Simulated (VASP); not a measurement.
Set up this calculation in VASP 6.6.1, as the native input.

- Task: single point
- Functional: PBE
- Potentials or basis: VASP PAW PBE potentials, release 64 (Pb_d, S)
- Cutoff: 520 eV
- k mesh: 8 × 8 × 7
- Occupations: fermi-dirac, width 0.05 eV
- Spin: no spin polarisation
- Dipole correction: no
- Further INCAR settings: ALGO = Normal; EDIFF = 1e-06; NBANDS = 17

The structure of PbS lies in POSCAR:

```
PbS
1.0
    4.0062110427      0.0000000000      0.0000000000
   -2.0031055213      3.4694805360      0.0000000000
    0.0000000000      0.0000000000      3.7108357707
Pb S
1 1
Direct
    0.0000000000      0.0000000000      0.0000000000
    0.6666666667      0.3333333333      0.5000000000
```

This cell differs from its parent crystal: volume scaled by 0.94.

These files were run (other wordings do the same):

INCAR

```
PREC = Accurate
ENCUT = 520
EDIFF = 1E-6
ISMEAR = -1
SIGMA = 0.05
LREAL = F
LASPH = T
NELM = 80
ALGO = Normal
ISIF = 2
LWAVE = F
LCHARG = F
GGA = PE
NBANDS = 17
```

KPOINTS

```
regular mesh
0
Gamma
  8 8 7
```

Potentials or basis: VASP PAW PBE potentials, release 64 (Pb_d, S).

Command:

```sh
$ cat potpaw_PBE.64/Pb_d/POTCAR potpaw_PBE.64/S/POTCAR > POTCAR
$ mpirun -np 1 vasp_std > vasp.out
```

It gave:

```yaml
Pressure: 3.3 GPa
Band_gap_on_the_k_mesh: zero (band 10 reaches 5.89 eV, above the bottom of band 11 at 5.84 eV)
```

Caveat: spin-orbit coupling is left out, which moves the levels of the heavy elements.

Wall time 18 s on 1 thread of Intel(R) Xeon(R) 6975P-C (Granite Rapids), with other jobs on the host, peak memory 0.18 GiB.
